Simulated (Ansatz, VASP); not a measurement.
# GaAs: VASP beside Ansatz

The input INCAR:

```
SYSTEM = GaAs
PREC = Accurate ; ENCUT = 520
EDIFF = 1E-6 ; ISMEAR = 0
SIGMA = 0.05 ; LREAL = .FALSE.
LASPH = .TRUE. ; NELM = 80
ALGO = Normal ; ISIF = 2
LWAVE = .FALSE. ; LCHARG = .FALSE.
GGA = PE ; NBANDS = 16
```

Contents of KPOINTS:

```
Automatic mesh
0
G
  10 10 10
  0 0 0
```

File POSCAR:

```
GaAs
1.0
    0.0000000000      2.8268500000      2.8975212500
    2.8268500000      0.0000000000      2.8975212500
    2.8268500000      2.8268500000      0.0000000000
Ga As
1 1
Direct
    0.0000000000      0.0000000000      0.0000000000
    0.7500000000      0.7500000000      0.7500000000
```

Input for Ansatz:

```yaml
crystal:
  lattice:
    - [0.0, 2.82685, 2.89752125]
    - [2.82685, 0.0, 2.89752125]
    - [2.82685, 2.82685, 0.0]
  atoms:
    - { symbol: Ga, position: [0.0, 0.0, 0.0] }
    - { symbol: As, position: [0.75, 0.75, 0.75] }
basis:
  ecutwfc: 420
kpoints:
  mp_grid: { grid: [10, 10, 10] }
hamiltonian:
  xc: pbe
scf:
  occupations: { method: gaussian, width: 0.05 }
output:
  forces: true
  stress: true
  eigenvalues: true
```

Change from the starting cell: strain +0.000 along x and y, +0.025 along z, atoms carried along.

Alike in both runs: task single point; functional PBE; k mesh 10 × 10 × 10; occupations gaussian, width 0.05 eV; no spin polarisation.

```csv
,VASP,Ansatz
version,VASP 6.6.1,Ansatz 0.2.0
potentials or method,"VASP PAW PBE potentials, release 64 (Ga_d, As), cutoff 520 eV","scalar-relativistic, plane waves, PAW"
valence electrons in the cell,18,28
```

|  | VASP | Ansatz | Ansatz less VASP |
| --- | --- | --- | --- |
| gap on the k mesh at the Fermi level (eV) | 0.28 | 0.28 | -0.003 |
| least direct gap on the mesh (eV) | 0.28 | 0.28 | -0.003 |
| pressure (GPa) | 1.7 | 1.5 | -0.16 |
| traceless stress, the component that is largest in VASP (GPa) | -1.00 | -1.01 | -0.004 |

The functional is the same, so the differences come from potentials, cutoffs and numerics. VASP's potentials hold 18 valence electrons a cell and Ansatz's 28, so a difference there can come from the potentials and not from the codes.
